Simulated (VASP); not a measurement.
Wanted: the native input for a VASP 6.6.1 run.

- Task: single point
- Functional: LDA
- Potentials or basis: VASP PAW LDA potentials, release 64 (W_sv)
- Cutoff: 500 eV
- k mesh: 12 × 12 × 12
- Occupations: fermi-dirac, width 0.05 eV
- Spin: no spin polarisation
- Hubbard terms: W d U = 4.0 eV
- Dipole correction: no
- Further INCAR settings: ALGO = Normal; EDIFF = 1e-06; NBANDS = 13

The structure of W lies in POSCAR:

```
W
1.0
   -1.6031677150      1.6031677150      1.6031677150
    1.6031677150     -1.6031677150      1.6031677150
    1.6031677150      1.6031677150     -1.6031677150
W
1
Direct
    0.0000000000      0.0000000000      0.0000000000
```

These files were run (other wordings do the same):

INCAR

```
SYSTEM = W
ALGO     = Normal         ! electronic algorithm
EDIFF    = 1E-6           ! SCF threshold, eV
ENCUT    = 500            ! plane-wave cutoff, eV
GGA_COMPAT= .False.      
ISIF     = 2              ! what is computed and relaxed
ISMEAR   = -1             ! smearing method
LASPH    = .True.         ! aspherical terms in the spheres
LCHARG   = .False.        ! write CHGCAR
LDAU     = .True.         ! DFT+U
LDAUJ    = 0            
LDAUL    = 2              ! shell
LDAUPRINT= 1            
LDAUTYPE = 2            
LDAUU    = 4              ! U, eV
LMAXMIX  = 4              ! l up to which the mixer works
LREAL    = .False.        ! projectors in reciprocal space
LWAVE    = .False.        ! write WAVECAR
NBANDS   = 13             ! bands
NELM     = 200            ! most SCF steps
PREC     = Accurate       ! precision mode
SIGMA    = 0.05           ! smearing width, eV
```

KPOINTS

```
k-points
0
Gamma
  12 12 12
  0 0 0
```

Potentials or basis: VASP PAW LDA potentials, release 64 (W_sv).

The run is started by

```bash
$ cat potpaw_LDA.64/W_sv/POTCAR > POTCAR
$ mpirun -np 1 vasp_std > vasp.out
```

Results of the run:

| Item | Value |
| --- | --- |
| Pressure | -7.4 GPa |
| Band gap on the k mesh | zero (bands 7 and 8 overlap by 6.06 eV) |

Caveat: the cell stands under tension; spin-orbit coupling is left out, which moves the levels of the heavy elements; U without spin polarisation on a metal has little footing; the U is typed as a test and isn't derived for this compound.

Run time: 6.5 s on 1 thread of Intel(R) Xeon(R) Platinum 8488C (Sapphire Rapids), on a shared host, peak memory 0.12 GiB.
